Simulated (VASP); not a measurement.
Runs of VASP 6.6.1 on LiF. The structure is that of space group Fm-3m (No. 225), or close to it. The cells are those of the table. 

```tsv
level	cell	smearing	gap on the mesh (eV)
PBE	a = 2.793 Å, angles 60.0°, 2 atoms	fermi-dirac 0.02 eV	(b)
PBE	a = 2.934 Å, angles 60.0°, 2 atoms	fermi-dirac 0.02 eV	8.34
r2SCAN	a = 2.906 Å, angles 60.0°, 2 atoms	gaussian 0.01 eV	9.71
PBE	a = 2.849 Å, angles 60.0°, 2 atoms	fermi-dirac 0.02 eV	(a)
r2SCAN	a = 2.934 Å, angles 60.0°, 2 atoms	gaussian 0.01 eV	9.44
r2SCAN	a = 2.849 Å, angles 60.0°, 2 atoms	gaussian 0.01 eV	10.25
r2SCAN	a = 2.793 Å, angles 60.0°, 2 atoms	gaussian 0.01 eV	10.85
r2SCAN	a = 2.708 Å, angles 60.0°, 2 atoms	gaussian 0.01 eV	11.81
```

Alike in all rows: task single point; potentials or basis VASP PAW PBE potentials, release 64 (Li_sv, F); no spin polarisation; k mesh 10 × 10 × 10; cutoff (eV) 520.

Q: Fill in the values left out.

A: (a) 9.08; (b) 9.63.

A k mesh can miss the band edges.
